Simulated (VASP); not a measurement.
# K2S (Fm-3m) in VASP: settings compared

Aim: see how the results for K2S move with the level of theory and the settings. Levels: PBE-based screened hybrid with 15 % exact exchange, PBE-based screened hybrid with 50 % exact exchange, PBE. Tasks: single point.

Everything below comes from runs of VASP 6.6.1. Logs are shortened: lines on timing, memory, paths and dates and some standing lists are left out, and cuts for length are marked.

## (1) The cell of the first run

The structure is cubic, space group Fm-3m (No. 225). Conventional cell: a = 7.406 Å, b = 7.406 Å, c = 7.406 Å, α = 90.00°, β = 90.00°, γ = 90.00°. S (site symmetry m-3m) has 8 K at 3.21 Å within 4.2 Å. Within 4.2 Å of K (site symmetry -43m) lie 4 S at 3.21 Å and 6 K at 3.70 Å.

## (2) Single point, PBE-based screened hybrid with 15 % exact exchange

POSCAR

```
K2S
1.0
    0.0000000000      3.7027568684      3.7027568684
    3.7027568684      0.0000000000      3.7027568684
    3.7027568684      3.7027568684      0.0000000000
S K
1 2
Direct
    0.0000000000      0.0000000000      0.0000000000
    0.2500000000      0.2500000000      0.2500000000
    0.7500000000      0.7500000000      0.7500000000
```

INCAR.step1

```
SYSTEM = K2S
  PREC = Accurate
  ENCUT = 400
  EDIFF = 1E-5
  ISMEAR = 0
  SIGMA = 0.01
  LREAL = .False.
  LASPH = .True.
  NELM = 120
  ALGO = Normal
  ISIF = 2
  LWAVE = .True.
  LCHARG = .False.
  NBANDS = 19
  GGA = PE
  GGA_COMPAT = .False.
```

INCAR.step2

```
SYSTEM = K2S
  PREC = Accurate
  ENCUT = 400
  EDIFF = 1E-6
  ISMEAR = 0
  SIGMA = 0.01
  LREAL = .False.
  LASPH = .True.
  NELM = 120
  ALGO = Normal
  ISIF = 2
  LWAVE = .False.
  LCHARG = .False.
  GGA = PE
  LHFCALC = .True.
  AEXX = 0.15
  HFSCREEN = 0.3
  PRECFOCK = Normal
  NBANDS = 19
  ISTART = 1
  GGA_COMPAT = .False.
```

KPOINTS

```
Automatic mesh
0
Gamma
  4 4 4
  0 0 0
```

Potentials or basis: VASP PAW PBE potentials, release 64 (S, K_sv).

The run is started by

```console
$ cat potpaw_PBE.64/S/POTCAR potpaw_PBE.64/K_sv/POTCAR > POTCAR
$ cp INCAR.step1 INCAR
$ mpirun -np 1 vasp_std > vasp.out
$ cp INCAR.step2 INCAR
$ mpirun -np 1 vasp_std > vasp.out
```

OUTCAR:

```text
SYSTEM = K2S
   PREC = Accurate
   ENCUT = 400
   EDIFF = 1E-6
   ISMEAR = 0
   LREAL = .False.
   LASPH = .True.
   NELM = 120
   ISIF = 2
   GGA = PE
   LHFCALC = .True.
   AEXX = 0.15
   HFSCREEN = 0.3
   PRECFOCK = Normal
   ISTART = 1

 ion  position               nearest neighbor table
   1  0.000  0.000  0.000-   3 3.21   3 3.21   3 3.21   2 3.21   3 3.21   2 3.21   2 3.21   2 3.21

   2  0.250  0.250  0.250-   1 3.21   1 3.21   1 3.21   1 3.21   3 3.70   3 3.70   3 3.70   3 3.70
                             3 3.70   3 3.70
   3  0.750  0.750  0.750-   1 3.21   1 3.21   1 3.21   1 3.21   2 3.70   2 3.70   2 3.70   2 3.70
                             2 3.70   2 3.70

  LATTYP: Found a face centered cubic cell.
 ALAT       =     7.4055137368

  Lattice vectors:

 A1 = (   0.0000000000,   3.7027568684,   3.7027568684)
 A2 = (   3.7027568684,   0.0000000000,   3.7027568684)
 A3 = (   3.7027568684,   3.7027568684,   0.0000000000)

Analysis of symmetry for initial positions (statically):
=====================================================================
 Subroutine PRICEL returns:
 Original cell was already a primitive cell.

 Routine SETGRP: Setting up the symmetry group for a
 face centered cubic supercell.

 Subroutine GETGRP returns: Found 48 space group operations
 (whereof 48 operations were pure point group operations)
 out of a pool of 48 trial point group operations.

The static configuration has the point symmetry O_h .

Analysis of symmetry for dynamics (positions and initial velocities):
=====================================================================
 Subroutine PRICEL returns:
 Original cell was already a primitive cell.

 Routine SETGRP: Setting up the symmetry group for a
 face centered cubic supercell.

 Subroutine GETGRP returns: Found 48 space group operations
 (whereof 48 operations were pure point group operations)
 out of a pool of 48 trial point group operations.

The dynamic configuration has the point symmetry O_h .

 Subroutine INISYM returns: Found 48 space group operations
 (whereof 48 operations are pure point group operations),
 and found     1 'primitive' translations

----------------------------------------------------------------------------------------

                                     Primitive cell

  volume of cell :     101.5326

[... 78 lines left out ...]
   NFREE  =      0    steps in history (QN), initial steepest desc. (CG)
   ISIF   =      2    stress and relaxation
   ISYM   =      3    0-nonsym 1-usesym 2-fastsym
   POTIM  = 0.5000    time-step for ionic-motion
   TEBEG  =    0.0;   TEEND  =   0.0 temperature during run
   PSTRESS=    0.0 pullay stress
   NELECT =      24.0000    total number of electrons
   NUPDOWN=      -1.0000    fix difference up-down
   EMIN   =  10.00;   EMAX   =-10.00  energy-range for DOS
   EFERMI =   0.00;   METHOD = LEGACY
   ISMEAR =     0;   SIGMA  =   0.01  broadening in eV -4-tet -1-fermi 0-gaus
   EFERMI_NEDOS =   21; number of points for ismear=-14 and -15
   IALGO  =     38    algorithm
   IMIX   =      1    mixing-type and parameters
     AMIX     =   0.40;   BMIX     =  1.00
     AMIX_MAG =   1.60;   BMIX_MAG =  1.00
  volume/ion in A,a.u.               =      33.84       228.39
  Fermi-wavevector in a.u.,A,eV,Ry     =   1.012224  1.912826 13.940500  1.024598
  Thomas-Fermi vector in A             =   2.145321
   LORBIT       =      0    0 simple, 1 ext, 2 COOP (PROOUT), +10 PAW based schemes
   GGA     = PE    functional components
   LHFCALC =     T    Hartree Fock is set to
   PRECFOCK=normal    Normal, Fast or Accurate (Low or Medium for compatibility)
   ENCUT4O =  -1.0   cutoff for four orbital integrals eV
   NKREDX  =     1    reduce k-point grid by
   NKREDY  =     1    reduce k-point grid by
   NKREDZ  =     1    reduce k-point grid by
   AEXX    =    0.1500 exact exchange contribution
   HFSCREEN=    0.3000 screening length (either q_TF or 0.3 A-1)
   HFSCREENC=   0.3000 screening length for correlation (either q_TF or 0.3 A-1)
   ENCUTFOCK=  -1.0 apply spherical cutoff to Coloumb kernel
   IVDW    =     0    specifies the selected vdW correction
   LEPSILON=     F    determine dielectric tensor
   LRPA    =     F    only Hartree local field effects (RPA)
 non-spin polarized calculation
 Gauss-broadening in eV      SIGMA  =   0.01
  energy-cutoff  :      400.00
  volume of cell :      101.53
 maximum number of plane-waves:      1859
 NGX is ok and might be reduce to    36
  NGX = 28; NGY = 28; NGZ = 28

 number of electron      23.9999996 magnetization

 Free energy of the ion-electron system (eV)
  ---------------------------------------------------
  ext. energy  EPLUGINS =         0.00000000
  ---------------------------------------------------
  free energy    TOTEN  =       -10.09850954 eV

  energy without entropy =      -10.09850954  energy(sigma->0) =      -10.09850954

 E-fermi :  -0.5828     XC(G=0):  -6.7058

 val. band max:       -0.6786124439   @ k =   0.5000   0.5000   0.0000
 cond. band min:       2.1284967827   @ k =   0.0000   0.0000   0.0000
 fundamental gap:      2.8071092266
 Fermi energy:        -0.5827562999

 k-point     1 :       0.0000    0.0000    0.0000
  band No.  band energies     occupation
      1     -31.2802      2.00000
      2     -31.1966      2.00000
      3     -14.0700      2.00000
      4     -14.0700      2.00000
      5     -14.0699      2.00000
      6     -13.8314      2.00000
[... 153 lines left out ...]
      6     -13.9673      2.00000
[... 11 lines left out ...]
     18       7.2560      0.00000
     19       7.7980      0.00000

------------------------ aborting loop because EDIFF is reached ----------------------------------------

  FORCE on cell =-STRESS in cart. coord.  units (eV):
  Direction    XX          YY          ZZ          XY          YZ          ZX
  --------------------------------------------------------------------------------------
  -------------------------------------------------------------------------------------
  Total        0.2124022      0.2124022      0.2124022     -0.0000000      0.0000000      0.0000000
  in kB        3.3516917      3.3516917      3.3516917     -0.0000000      0.0000000      0.0000000
  external PRESSURE =       3.3516917 kB  Pullay stress =       0.0000000 kB

 VOLUME and BASIS-vectors are now :
 -----------------------------------------------------------------------------
  energy-cutoff  :      400.00
  volume of cell :      101.53
      direct lattice vectors                 reciprocal lattice vectors
     0.000000000  3.702756868  3.702756868    -0.135034521  0.135034521  0.135034521
     3.702756868  0.000000000  3.702756868     0.135034521 -0.135034521  0.135034521
     3.702756868  3.702756868  0.000000000     0.135034521  0.135034521 -0.135034521

 POSITION                                       TOTAL-FORCE (eV/Angst)
 -----------------------------------------------------------------------------------
      0.00000      0.00000      0.00000         0.000000     -0.000000     -0.000000
      1.85138      1.85138      1.85138        -0.000000     -0.000000     -0.000000
      5.55414      5.55414      5.55414         0.000000      0.000000      0.000000
 -----------------------------------------------------------------------------------
    total drift:                                0.000001      0.000002      0.000001

  FREE ENERGIE OF THE ION-ELECTRON SYSTEM (eV)
  ---------------------------------------------------
  free  energy   TOTEN  =       -10.0985095364 eV

  energy  without entropy=      -10.0985095364  energy(sigma->0) =      -10.09850954
```

OUTCAR.step1:

```text
SYSTEM = K2S
   PREC = Accurate
   ENCUT = 400
   EDIFF = 1E-5
   ISMEAR = 0
   LREAL = .False.
   LASPH = .True.
   NELM = 120
[... 384 lines left out ...]
      0.00000      0.00000      0.00000        -0.000000     -0.000000      0.000000
      1.85138      1.85138      1.85138         0.000000      0.000000     -0.000000
      5.55414      5.55414      5.55414        -0.000000     -0.000000      0.000000
 -----------------------------------------------------------------------------------
    total drift:                                0.000000      0.000000      0.000000

  FREE ENERGIE OF THE ION-ELECTRON SYSTEM (eV)
  ---------------------------------------------------
  free  energy   TOTEN  =        -9.4163600712 eV

  energy  without entropy=       -9.4163600712  energy(sigma->0) =       -9.41636007
```

It took 13 min on 1 thread of Intel Xeon Platinum 8488C (Sapphire Rapids), shared host; peak memory 0.32 GiB.

Results:

| Property | Result |
| --- | --- |
| Free energy | -10.0985 eV |
| Pressure | 0.3 GPa |
| Band gap on the k mesh | 2.81 eV (least direct gap 3.00 eV) |

Caveat: the PAW data sets were made with another functional, which shifts forces and pressure a little.

## (3) Single point, PBE-based screened hybrid with 50 % exact exchange

POSCAR is that of step 2.

INCAR.step1

```
ALGO = Normal ; EDIFF = 1E-5
ENCUT = 400 ; GGA = PE
GGA_COMPAT = F ; ISIF = 2
ISMEAR = 0 ; LASPH = T
LCHARG = F ; LREAL = F
LWAVE = T ; NBANDS = 19
NELM = 120 ; PREC = Accurate
SIGMA = 0.01
```

INCAR.step2

```
AEXX = 0.5 ; ALGO = Normal
EDIFF = 1E-6 ; ENCUT = 400
GGA = PE ; GGA_COMPAT = F
HFSCREEN = 0.2078 ; ISIF = 2
ISMEAR = 0 ; ISTART = 1
LASPH = T ; LCHARG = F
LHFCALC = T ; LREAL = F
LWAVE = F ; NBANDS = 19
NELM = 120 ; PREC = Accurate
PRECFOCK = Normal ; SIGMA = 0.01
```

KPOINTS

```
k-points
0
Gamma
  4 4 4
```

Potentials or basis: VASP PAW PBE potentials, release 64 (S, K_sv).

The run is started by

```console
$ cat potpaw_PBE.64/S/POTCAR potpaw_PBE.64/K_sv/POTCAR > POTCAR
$ cp INCAR.step1 INCAR
$ mpirun -np 1 vasp_std > vasp.out
$ cp INCAR.step2 INCAR
$ mpirun -np 1 vasp_std > vasp.out
```

Run time: 20 min. Hardware: 1 thread of Intel Xeon Platinum 8488C (Sapphire Rapids), shared host; peak memory 0.32 GiB.

The run converged. Its results:

```
Free energy            : -12.3505 eV
Pressure               : -0.1 GPa
Band gap on the k mesh : 4.29 eV (least direct gap 4.46 eV)
```

Levels at points of the mesh, in eV from the valence-band top:
```tsv
k point	band 9	band 10	band 11	band 12	band 13	band 14	band 15	band 16
(0.00, 0.00, 0.00)	-11.58	-0.17	-0.17	-0.17	4.29	7.94	7.94	10.04
(0.50, 0.00, 0.00)	-11.32	-0.65	-0.05	-0.05	6.74	7.17	8.10	8.10
(0.50, 0.50, 0.00)	-11.26	-0.77	0.00	0.00	5.40	7.64	9.05	9.40
```

Caveat: the PAW data sets were made with another functional, which shifts forces and pressure a little. A k mesh can miss the band edges.

## (4) Single point, PBE

INCAR

```
  PREC = Accurate
  ENCUT = 500
  EDIFF = 1E-6
  ISMEAR = 0
  SIGMA = 0.01
  LREAL = F
  LASPH = T
  NELM = 120
  ALGO = Normal
  ISIF = 2
  LWAVE = F
  LCHARG = T
  GGA = PE
  LELF = T
  LVHAR = T
  NBANDS = 19
  GGA_COMPAT = F
```

KPOINTS

```
Automatic mesh
0
Gamma
  2 2 2
```

POSCAR is that of step 3.

Potentials or basis: VASP PAW PBE potentials, release 64 (S, K_sv).

The run is started by

```console
$ cat potpaw_PBE.64/S/POTCAR potpaw_PBE.64/K_sv/POTCAR > POTCAR
$ mpirun -np 1 vasp_std > vasp.out
```

OUTCAR:

```text
PREC = Accurate
   ENCUT = 500
   EDIFF = 1E-6
   ISMEAR = 0
   LREAL = F
   LASPH = T
   NELM = 120
   ISIF = 2
   GGA = PE

 ion  position               nearest neighbor table
   1  0.000  0.000  0.000-   3 3.21   3 3.21   3 3.21   2 3.21   3 3.21   2 3.21   2 3.21   2 3.21

   2  0.250  0.250  0.250-   1 3.21   1 3.21   1 3.21   1 3.21   3 3.70   3 3.70   3 3.70   3 3.70
                             3 3.70   3 3.70
   3  0.750  0.750  0.750-   1 3.21   1 3.21   1 3.21   1 3.21   2 3.70   2 3.70   2 3.70   2 3.70
                             2 3.70   2 3.70

[... 239 lines left out ...]
  FORCE on cell =-STRESS in cart. coord.  units (eV):
  Direction    XX          YY          ZZ          XY          YZ          ZX
  --------------------------------------------------------------------------------------
  -------------------------------------------------------------------------------------
  Total        0.3465034      0.3465034      0.3465034     -0.0000000     -0.0000000      0.0000000
  in kB        5.4677979      5.4677979      5.4677979     -0.0000000     -0.0000000      0.0000000
  external PRESSURE =       5.4677979 kB  Pullay stress =       0.0000000 kB

 VOLUME and BASIS-vectors are now :
 -----------------------------------------------------------------------------
  energy-cutoff  :      500.00
  volume of cell :      101.53
      direct lattice vectors                 reciprocal lattice vectors
     0.000000000  3.702756868  3.702756868    -0.135034521  0.135034521  0.135034521
     3.702756868  0.000000000  3.702756868     0.135034521 -0.135034521  0.135034521
     3.702756868  3.702756868  0.000000000     0.135034521  0.135034521 -0.135034521

 POSITION                                       TOTAL-FORCE (eV/Angst)
 -----------------------------------------------------------------------------------
      0.00000      0.00000      0.00000        -0.000000      0.000000      0.000000
      1.85138      1.85138      1.85138         0.000000      0.000000      0.000000
      5.55414      5.55414      5.55414         0.000000     -0.000000     -0.000000
 -----------------------------------------------------------------------------------
    total drift:                               -0.000000     -0.000000      0.000000

  FREE ENERGIE OF THE ION-ELECTRON SYSTEM (eV)
  ---------------------------------------------------
  free  energy   TOTEN  =        -9.3335225803 eV

  energy  without entropy=       -9.3335225803  energy(sigma->0) =       -9.33352258
```

Run time: 13 s. Hardware: 1 thread of Intel Xeon Platinum 8375C at 2.90GHz (Ice Lake), shared host; peak memory 0.22 GiB.

Results:

| Property | Result |
| --- | --- |
| Free energy | -9.3335 eV |
| Pressure | 0.5 GPa |
| Band gap on the k mesh | 2.35 eV (least direct gap 2.55 eV) |

Caveat: the k points lie up to 0.73 Å⁻¹ apart. A k mesh can miss the band edges.

## (5) The runs side by side

```csv
level,k mesh,cutoff (eV),grid for exact exchange (PRECFOCK),share of exact exchange,screening parameter,gap on the mesh (eV),pressure (GPa)
PBE-based screened hybrid with 15 % exact exchange,4 × 4 × 4,400,Normal,0.15,0.3 1/Å,2.81,0.3
PBE-based screened hybrid with 50 % exact exchange,4 × 4 × 4,400,Normal,0.5,0.2078 1/Å,4.29,-0.1
PBE,2 × 2 × 2,500,-,-,-,2.35,0.5
```

Alike in all rows: task single point; potentials or basis VASP PAW PBE potentials, release 64 (S, K_sv); no spin polarisation; cell as given; smearing gaussian 0.01 eV.

Caveats: some runs use coarse meshes; the PAW data sets were made with another functional, which shifts forces and pressure a little (at least some runs).

Total energies depend on the potentials used, so only differences within one code and one set of settings carry meaning.
